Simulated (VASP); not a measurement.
# GaSb (I-4m2) in VASP: settings compared

The runs below take GaSb through relaxation of cell and atoms, with LDA, PBE, PBEsol, RPBE.

Program: VASP 6.6.1. These are calculated values, not measurements. Logs are shortened: lines on timing, memory, paths and dates and some standing lists are left out, and cuts for length are marked.

## 1. The cell of the first run

Symmetry: I-4m2, No. 119, tetragonal system. Conventional cell: a = 5.507 Å, b = 5.507 Å, c = 3.181 Å, α = 90.00°, β = 90.00°, γ = 90.00°. Sb (site symmetry -4m2) has 8 Ga at 2.87 to 3.64 Å and 2 Sb at 3.18 Å within 3.8 Å. Within 3.8 Å of Ga (site symmetry -4m2) lie 8 Sb at 2.87 to 3.64 Å and 2 Ga at 3.18 Å.

## 2. Relaxation of cell and atoms, LDA

INCAR

```
ALGO     = Normal         # electronic algorithm
EDIFF    = 1E-6           # SCF threshold, eV
EDIFFG   = -0.005         # ionic threshold
ENCUT    = 600            # plane-wave cutoff, eV
IBRION   = 2              # ionic algorithm
ISIF     = 3              # what is computed and relaxed
ISMEAR   = -1             # smearing method
LASPH    = T              # aspherical terms in the spheres
LCHARG   = F              # write CHGCAR
LREAL    = F              # projectors in reciprocal space
LWAVE    = F              # write WAVECAR
NELM     = 60             # most SCF steps
NSW      = 80             # ionic steps
PREC     = Accurate       # precision mode
SIGMA    = 0.05           # smearing width, eV
```

KPOINTS

```
k-points
0
Gamma
  10 10 10
```

POSCAR

```
GaSb
1.0
   -2.7534340000      2.7534340000      1.5907070000
    2.7534340000     -2.7534340000      1.5907070000
    2.7534340000      2.7534340000     -1.5907070000
Sb Ga
1 1
Direct
    0.0000000000      0.0000000000      0.0000000000
    0.7500000000      0.2500000000      0.5000000000
```

Potentials or basis: VASP PAW LDA potentials, release 64 (Sb, Ga_d).

Command:

```console
cat potpaw_LDA.64/Sb/POTCAR potpaw_LDA.64/Ga_d/POTCAR > POTCAR
mpirun -np 1 vasp_std > vasp.out
```

OUTCAR:

```text
EDIFF = 1E-6
   EDIFFG = -0.005
   ENCUT = 600
   IBRION = 2
   ISIF = 3
   ISMEAR = -1
   LASPH = T
   LREAL = F
   NELM = 60
   NSW = 80
   PREC = Accurate

 ion  position               nearest neighbor table
   1  0.000  0.000  0.000-   2 2.87   2 2.87   2 2.87   2 2.87
   2  0.750  0.250  0.500-   1 2.87   1 2.87   1 2.87   1 2.87

  LATTYP: Found a body centered tetragonal cell.
 ALAT       =     5.5068680000
 C/A-ratio  =     0.5777174975

  Lattice vectors:

 A1 = (  -2.7534340000,   2.7534340000,   1.5907070000)
 A2 = (   2.7534340000,  -2.7534340000,   1.5907070000)
 A3 = (   2.7534340000,   2.7534340000,  -1.5907070000)

Analysis of symmetry for initial positions (statically):
=====================================================================
 Subroutine PRICEL returns:
 Original cell was already a primitive cell.

 Routine SETGRP: Setting up the symmetry group for a
 body centered tetragonal supercell.

 Subroutine GETGRP returns: Found  8 space group operations
 (whereof  8 operations were pure point group operations)
 out of a pool of 16 trial point group operations.

The static configuration has the point symmetry D_2d.

Analysis of symmetry for dynamics (positions and initial velocities):
=====================================================================
 Subroutine PRICEL returns:
 Original cell was already a primitive cell.

 Routine SETGRP: Setting up the symmetry group for a
 body centered tetragonal supercell.

 Subroutine GETGRP returns: Found  8 space group operations
 (whereof  8 operations were pure point group operations)
 out of a pool of 16 trial point group operations.

The dynamic configuration has the point symmetry D_2d.

 Subroutine INISYM returns: Found  8 space group operations
 (whereof  8 operations are pure point group operations),
 and found     1 'primitive' translations

----------------------------------------------------------------------------------------

                                     Primitive cell

  volume of cell :      48.2391

  direct lattice vectors                    reciprocal lattice vectors
    -2.753434000  2.753434000  1.590707000     0.000000000  0.181591424  0.314325643
     2.753434000 -2.753434000  1.590707000     0.181591424  0.000000000  0.314325643
     2.753434000  2.753434000 -1.590707000     0.181591424  0.181591424  0.000000000

  length of vectors
     4.206322187  4.206322187  4.206322187     0.363009717  0.363009717  0.256809054

  position of ions in fractional coordinates (direct lattice)
     0.000000000  0.000000000  0.000000000
     0.750000000  0.250000000  0.500000000

  ion indices of the primitive-cell ions
   primitive index   ion index
                 1           1
                 2           2

----------------------------------------------------------------------------------------

 KPOINTS: k-points

Automatic generation of k-mesh.
 Grid dimensions read from file:
 generate k-points for:   10   10   10

 Generating k-lattice:

  Cartesian coordinates                     Fractional coordinates (reciprocal lattice)
     0.000000000  0.018159142  0.031432564     0.100000000 -0.000000000  0.000000000
     0.018159142  0.000000000  0.031432564    -0.000000000  0.100000000  0.000000000
     0.018159142  0.018159142  0.000000000     0.000000000  0.000000000  0.100000000

  Length of vectors
     0.036300972  0.036300972  0.025680905

  Shift w.r.t. Gamma in fractional coordinates (k-lattice)
     0.000000000  0.000000000  0.000000000

 Subroutine IBZKPT returns following result:
 ===========================================

 Found    102 irreducible k-points:

 Following reciprocal coordinates:
            Coordinates               Weight
  0.000000  0.000000  0.000000      1.000000
  0.100000 -0.000000  0.000000      8.000000
  0.200000 -0.000000  0.000000      8.000000
  0.300000  0.000000  0.000000      8.000000
  0.400000  0.000000 -0.000000      8.000000
  0.500000  0.000000  0.000000      4.000000
[... 16 lines left out ...]
  0.300000  0.300000  0.000000      8.000000
[... 37 lines left out ...]
   LRPA    =     F    only Hartree local field effects (RPA)
 conjugate gradient relaxation of ions
 non-spin polarized calculation
  energy-cutoff  :      600.00
  volume of cell :       48.24
 maximum number of plane-waves:      1631
 NGX is ok and might be reduce to    36
   NGX = 17   NGY = 17   NGZ = 17

--------------------------------------- Ionic step        1  -------------------------------------------

 number of electron      18.0000003 magnetization

 Free energy of the ion-electron system (eV)
  ---------------------------------------------------
  ext. energy  EPLUGINS =         0.00000000
  ---------------------------------------------------
  free energy    TOTEN  =        -8.33580044 eV

  energy without entropy =       -8.33126124  energy(sigma->0) =       -8.33353084

------------------------ aborting loop because EDIFF is reached ----------------------------------------

  FORCE on cell =-STRESS in cart. coord.  units (eV):
  Direction    XX          YY          ZZ          XY          YZ          ZX
  --------------------------------------------------------------------------------------
  -------------------------------------------------------------------------------------
  Total       -1.2454491     -1.2454491     -1.3591763      0.0000000      0.0000000      0.0000000
  in kB      -41.3653823    -41.3653823    -45.1426283      0.0000000      0.0000000      0.0000000
  external PRESSURE =     -42.6244643 kB  Pullay stress =       0.0000000 kB
[... 89 lines left out ...]
  FREE ENERGIE OF THE ION-ELECTRON SYSTEM (eV)
  ---------------------------------------------------
  free  energy   TOTEN  =        -8.3863863720 eV

  energy  without entropy=       -8.3814843959  energy(sigma->0) =       -8.38393538

[... ionic steps 4 to 8 ...]

--------------------------------------- Ionic step        9  -------------------------------------------

 number of electron      17.9999999 magnetization

------------------------ aborting loop because EDIFF is reached ----------------------------------------
[... 67 lines left out ...]
--------------------------------------- Ionic step       11  -------------------------------------------

 number of electron      17.9999999 magnetization

 Free energy of the ion-electron system (eV)
  ---------------------------------------------------
  ext. energy  EPLUGINS =         0.00000000
  ---------------------------------------------------
  free energy    TOTEN  =        -8.38720113 eV

  energy without entropy =       -8.38328583  energy(sigma->0) =       -8.38524348

 E-fermi :   7.2781     XC(G=0): -10.8129

 val. band max:        7.2509993099   @ k =   0.4000   0.4000   0.0000
 cond. band min:       7.2898299179   @ k =   0.4000   0.4000   0.1000
 fundamental gap:      0.0388306080
 Fermi energy:         7.2780530751

 k-point     1 :       0.0000    0.0000    0.0000
  band No.  band energies     occupation
      1      -7.8256      2.00000
      2      -7.7344      2.00000
      3      -7.7278      2.00000
      4      -7.6824      2.00000
      5      -7.6824      2.00000
      6      -5.2682      2.00000
      7       4.3718      2.00000
      8       5.1838      2.00000
      9       5.1838      2.00000
     10      10.5916      0.00000
     11      12.8804      0.00000
     12      14.6766      0.00000
     13      14.6766      0.00000
[... 354 lines left out ...]
  band No.  band energies     occupation
      1      -7.7639      2.00000
      2      -7.7378      2.00000
      3      -7.7283      2.00000
      4      -7.7036      2.00000
      5      -7.6982      2.00000
      6      -2.1813      2.00000
      7       0.4837      2.00000
      8       4.5602      2.00000
      9       6.4158      2.00000
     10       8.1090      0.00000
     11       8.9690      0.00000
     12      12.9281      0.00000
     13      13.5461      0.00000

 [... further k-points ...]

------------------------ aborting loop because EDIFF is reached ----------------------------------------

  FORCE on cell =-STRESS in cart. coord.  units (eV):
  Direction    XX          YY          ZZ          XY          YZ          ZX
  --------------------------------------------------------------------------------------
  -------------------------------------------------------------------------------------
  Total        0.0078030      0.0078030      0.0071986      0.0000000     -0.0000000      0.0000000
  in kB        0.2799698      0.2799698      0.2582854      0.0000000     -0.0000000      0.0000000
  external PRESSURE =       0.2727417 kB  Pullay stress =       0.0000000 kB
[... 17 lines left out ...]
  FREE ENERGIE OF THE ION-ELECTRON SYSTEM (eV)
  ---------------------------------------------------
  free  energy   TOTEN  =        -8.3872011263 eV

  energy  without entropy=       -8.3832858257  energy(sigma->0) =       -8.38524348

 reached required accuracy - stopping structural energy minimisation
```

It took 11 min on 1 thread of Intel Xeon 8259CL, shared host; peak memory 0.24 GiB.

Results:

```yaml
Free_energy: -8.3872 eV
Relaxed_volume: 22.33 Å³/atom
Relaxed_cell: a = 4.109 Å, b = 4.109 Å, c = 4.109 Å, α = 98.04°, β = 98.04°, γ = 136.07°
Space_group_after_relaxing_to_0.1_Å: I-4m2 (No. 119)
Energy_gained_by_relaxing: 25.7 meV/atom
Ionic_steps: 11
Pressure_after_relaxing: 0.0 GPa
Band_gap_on_the_k_mesh: zero (bands 9 and 10 overlap by 4.69 eV)
```

The path:
```
step  energy change (eV)  largest force (eV/Å)  pressure (GPa)  volume (Å³)
   1              0.0000                0.0000           -4.26        48.24
   2             -0.0478                0.0000            1.19        43.90
   3             -0.0506                0.0000            0.00        44.67
   4             -0.0506                0.0000            0.16        44.60
   5             -0.0511                0.0000            0.09        44.58
   6             -0.0514                0.0000            0.09        44.56
   7             -0.0514                0.0000            0.13        44.56
   8             -0.0514                0.0000           -0.06        44.70
   9             -0.0514                0.0000            0.04        44.65
  10             -0.0514                0.0000           -0.09        44.67
  11             -0.0514                0.0000            0.03        44.65
```

Final structure:
```
Sb Ga
1.0
    -2.69485    2.69485    1.53720
     2.69485   -2.69485    1.53720
     2.69485    2.69485   -1.53720
Sb Ga
1 1
Cartesian
  0.0000 0.0000 0.0000
  0.0000 2.6948 0.7686
```

Levels at points of the mesh, in eV from the Fermi level:
```csv
k point,band 5,band 6,band 7,band 8,band 9,band 10,band 11,band 12,band 13
"(0.00, 0.00, 0.00)",-14.96,-12.55,-2.91,-2.09,-2.09,3.31,5.60,7.40,7.40
"(0.50, 0.00, 0.00)",-14.93,-8.42,-5.95,-2.53,-1.58,-1.28,2.35,3.42,5.38
"(0.50, 0.50, 0.00)",-14.95,-10.94,-8.52,-0.05,1.75,2.23,2.38,4.99,6.90
"(0.50, 0.50, 0.50)",-14.95,-9.62,-6.21,-5.40,-5.40,3.85,5.28,10.94,10.94
```

Caveat: spin-orbit coupling is left out, which moves the levels of the heavy elements.

## 3. Relaxation of cell and atoms, PBE

INCAR

```
SYSTEM = GaSb
  ALGO = Normal
  EDIFF = 1E-7
  EDIFFG = -0.005
  ENCUT = 600
  GGA = PE
  IBRION = 2
  ISIF = 3
  ISMEAR = -1
  LASPH = .True.
  LCHARG = .False.
  LREAL = .False.
  LWAVE = .False.
  NELM = 80
  NSW = 80
  PREC = Accurate
  SIGMA = 0.05
```

KPOINTS

```
k-points
0
Gamma
  10 10 10
  0 0 0
```

POSCAR is that of step 2.

Potentials or basis: VASP PAW PBE potentials, release 64 (Sb, Ga_d).

Command:

```console
cat potpaw_PBE.64/Sb/POTCAR potpaw_PBE.64/Ga_d/POTCAR > POTCAR
mpirun -np 1 vasp_std > vasp.out
```

It took 7 min on 1 thread of Intel Xeon 8259CL, shared host; peak memory 0.27 GiB.

The run converged. Its results:

* Free energy: -6.9974 eV
* Relaxed volume: 24.16 Å³/atom
* Relaxed cell: a = 4.219 Å, b = 4.219 Å, c = 4.219 Å, α = 98.04°, β = 98.04°, γ = 136.08°
* Space group after relaxing (to 0.1 Å): I-4m2 (No. 119)
* Energy gained by relaxing: 0.7 meV/atom
* Ionic steps: 5
* Pressure after relaxing: 0.0 GPa
* Band gap on the k mesh: zero (bands 9 and 10 overlap by 4.43 eV)

Step by step:
| step | energy change (eV) | largest force (eV/Å) | pressure (GPa) | volume (Å³) |
| --- | --- | --- | --- | --- |
| 1 | 0.0000 | 0.0000 | 0.15 | 48.24 |
| 2 | -0.0011 | 0.0000 | -0.07 | 48.40 |
| 3 | -0.0013 | 0.0000 | -0.16 | 48.47 |
| 4 | -0.0013 | 0.0000 | -0.16 | 48.49 |
| 5 | -0.0014 | 0.0000 | -0.01 | 48.32 |

Final structure:
```xyz
2
Lattice="-2.7670 2.7670 1.5779 2.7670 -2.7670 1.5779 2.7670 2.7670 -1.5779" Properties=species:S:1:pos:R:3 pbc="T T T"
Sb    0.0000    0.0000    0.0000
Ga    0.0000    2.7670    0.7890
```

Levels at points of the mesh, in eV from the Fermi level:
```
           k point  band 7  band 8  band 9  band 10  band 11  band 12
(0.00, 0.00, 0.00)   -3.04   -1.89   -1.89     3.41     5.17     7.04
(0.50, 0.00, 0.00)   -5.55   -2.46   -1.41    -1.14     2.44     3.26
(0.50, 0.50, 0.00)   -8.00   -0.05    1.78     2.05     2.28     4.69
(0.50, 0.50, 0.50)   -5.93   -4.94   -4.94     3.65     5.16    10.23
```

Caveat: spin-orbit coupling is left out, which moves the levels of the heavy elements.

## 4. Relaxation of cell and atoms, PBEsol

INCAR

```
SYSTEM = GaSb
PREC = Accurate ; ENCUT = 600
EDIFF = 1E-6 ; ISMEAR = -1
SIGMA = 0.05 ; LREAL = .FALSE.
LASPH = .TRUE. ; NELM = 100
ALGO = Normal ; ISIF = 3
LWAVE = .FALSE. ; LCHARG = .FALSE.
GGA = PS ; IBRION = 2
NSW = 80 ; EDIFFG = -0.005
```

KPOINTS

```
Automatic mesh
0
G
  10 10 10
  0 0 0
```

POSCAR is that of step 3.

Command:

```console
cat potpaw_PBE.64/Sb/POTCAR potpaw_PBE.64/Ga_d/POTCAR > POTCAR
mpirun -np 1 vasp_std > vasp.out
```

Wall time 12 min (1 thread of Intel Xeon 8259CL, shared host); peak memory 0.28 GiB.

It converged, with:

| Quantity | Value |
| --- | --- |
| Free energy | -7.8958 eV |
| Relaxed volume | 22.88 Å³/atom |
| Relaxed cell | a = 4.145 Å, b = 4.145 Å, c = 4.145 Å, α = 98.01°, β = 98.01°, γ = 136.15° |
| Space group after relaxing (to 0.1 Å) | I-4m2 (No. 119) |
| Energy gained by relaxing | 12.3 meV/atom |
| Ionic steps | 11 |
| Pressure after relaxing | 0.0 GPa |
| Band gap on the k mesh | zero (bands 9 and 10 overlap by 4.63 eV) |

Step by step:
```csv
step,energy change (eV),largest force (eV/Å),pressure (GPa),volume (Å³)
1,0.0000,0.0000,-2.94,48.24
2,-0.0223,0.0000,0.80,45.21
3,-0.0236,0.0000,0.02,45.77
4,-0.0236,0.0000,0.12,45.72
5,-0.0243,0.0000,0.05,45.71
6,-0.0245,0.0000,0.04,45.70
7,-0.0245,0.0000,0.07,45.70
8,-0.0245,0.0000,-0.07,45.77
9,-0.0245,0.0000,0.06,45.75
10,-0.0245,0.0000,-0.03,45.76
11,-0.0245,0.0000,-0.03,45.75
```

Final structure:
```cif
data_structure
_symmetry_space_group_name_H-M 'P 1'
_symmetry_Int_Tables_number 1
_cell_length_a 4.1447
_cell_length_b 4.1447
_cell_length_c 4.1447
_cell_angle_alpha 98.013
_cell_angle_beta 98.013
_cell_angle_gamma 136.154
_cell_volume 45.75
loop_
_atom_site_label
_atom_site_type_symbol
_atom_site_fract_x
_atom_site_fract_y
_atom_site_fract_z
_atom_site_occupancy
Sb1 Sb 0.00000 0.00000 0.00000 1
Ga1 Ga 0.75000 0.25000 0.50000 1
```

Levels at points of the mesh, in eV from the Fermi level:
```
           k point  band 6  band 7  band 8  band 9  band 10  band 11  band 12  band 13
(0.00, 0.00, 0.00)  -12.36   -2.93   -2.05   -2.05     3.25     5.54     7.31     7.31
(0.50, 0.00, 0.00)   -8.33   -5.84   -2.50   -1.53    -1.25     2.32     3.38     5.30
(0.50, 0.50, 0.00)  -10.81   -8.37   -0.06    1.75     2.17     2.31     4.94     6.90
(0.50, 0.50, 0.50)   -9.54   -6.12   -5.30   -5.30     3.83     5.29    10.78    10.78
```

Caveat: the PAW data sets were made with another functional, which shifts forces and pressure a little; spin-orbit coupling is left out, which moves the levels of the heavy elements.

## 5. Relaxation of cell and atoms, RPBE

INCAR

```
ALGO     = Normal         # electronic algorithm
EDIFF    = 1E-6           # SCF threshold, eV
EDIFFG   = -0.005         # ionic threshold
ENCUT    = 600            # plane-wave cutoff, eV
GGA      = RP             # functional
IBRION   = 2              # ionic algorithm
ISIF     = 3              # what is computed and relaxed
ISMEAR   = -1             # smearing method
LASPH    = T              # aspherical terms in the spheres
LCHARG   = F              # write CHGCAR
LREAL    = F              # projectors in reciprocal space
LWAVE    = F              # write WAVECAR
NELM     = 80             # most SCF steps
NSW      = 80             # ionic steps
PREC     = Accurate       # precision mode
SIGMA    = 0.05           # smearing width, eV
```

KPOINTS

```
k-points
0
Gamma
  10 10 10
```

POSCAR is that of step 4.

Command:

```console
cat potpaw_PBE.64/Sb/POTCAR potpaw_PBE.64/Ga_d/POTCAR > POTCAR
mpirun -np 1 vasp_std > vasp.out
```

Run time: 7.6 min. Hardware: 1 thread of Intel Xeon 8259CL, shared host; peak memory 0.27 GiB.

It converged, with:

| Quantity | Value |
| --- | --- |
| Free energy | -6.2680 eV |
| Relaxed volume | 24.88 Å³/atom |
| Relaxed cell | a = 4.261 Å, b = 4.261 Å, c = 4.261 Å, α = 98.04°, β = 98.04°, γ = 136.09° |
| Space group after relaxing (to 0.1 Å) | I-4m2 (No. 119) |
| Energy gained by relaxing | 4.7 meV/atom |
| Ionic steps | 7 |
| Pressure after relaxing | 0.0 GPa |
| Band gap on the k mesh | zero (bands 9 and 10 overlap by 4.34 eV) |

The path:
| step | energy change (eV) | largest force (eV/Å) | pressure (GPa) | volume (Å³) |
| --- | --- | --- | --- | --- |
| 1 | 0.0000 | 0.0000 | 1.64 | 48.24 |
| 2 | -0.0091 | 0.0000 | -0.16 | 49.98 |
| 3 | -0.0091 | 0.0000 | -0.07 | 49.87 |
| 4 | -0.0091 | 0.0000 | -0.01 | 49.84 |
| 5 | -0.0093 | 0.0000 | -0.07 | 49.80 |
| 6 | -0.0093 | 0.0000 | -0.05 | 49.75 |
| 7 | -0.0093 | 0.0000 | -0.01 | 49.76 |

Final structure:
```
Sb Ga
1.0
    -2.79430    2.79430    1.59313
     2.79430   -2.79430    1.59313
     2.79430    2.79430   -1.59313
Sb Ga
1 1
Direct
  0.00000 0.00000 0.00000
  0.75000 0.25000 0.50000
```

Levels at points of the mesh, in eV from the Fermi level:
```tsv
k point	band 5	band 6	band 7	band 8	band 9	band 10	band 11	band 12	band 13
(0.00, 0.00, 0.00)	-14.81	-11.70	-3.08	-1.83	-1.83	3.43	5.00	6.91	6.91
(0.50, 0.00, 0.00)	-14.79	-8.16	-5.41	-2.43	-1.37	-1.09	2.47	3.20	4.98
(0.50, 0.50, 0.00)	-14.81	-10.33	-7.81	-0.06	1.78	1.98	2.24	4.58	6.67
(0.50, 0.50, 0.50)	-14.80	-9.29	-5.82	-4.78	-4.78	3.56	5.11	9.97	9.97
```

Caveat: the PAW data sets were made with another functional, which shifts forces and pressure a little; spin-orbit coupling is left out, which moves the levels of the heavy elements.

## 6. The runs side by side

```tsv
level	potentials or basis	gap on the mesh (eV)	pressure (GPa)	relaxed volume (Å³/atom)
LDA	VASP PAW LDA potentials, release 64 (Sb, Ga_d)	none	0.0	22.33
PBE	VASP PAW PBE potentials, release 64 (Sb, Ga_d)	none	0.0	24.16
PBEsol	VASP PAW PBE potentials, release 64 (Sb, Ga_d)	none	0.0	22.88
RPBE	VASP PAW PBE potentials, release 64 (Sb, Ga_d)	none	0.0	24.88
```

Alike in all rows: task relaxation of cell and atoms; no spin polarisation; cell relaxed; k mesh 10 × 10 × 10; cutoff (eV) 600; smearing fermi-dirac 0.05 eV.

Caveats: spin-orbit coupling is left out, which moves the levels of the heavy elements; the PAW data sets were made with another functional, which shifts forces and pressure a little (at least some runs).

Total energies depend on the potentials used, so only differences within one code and one set of settings carry meaning.
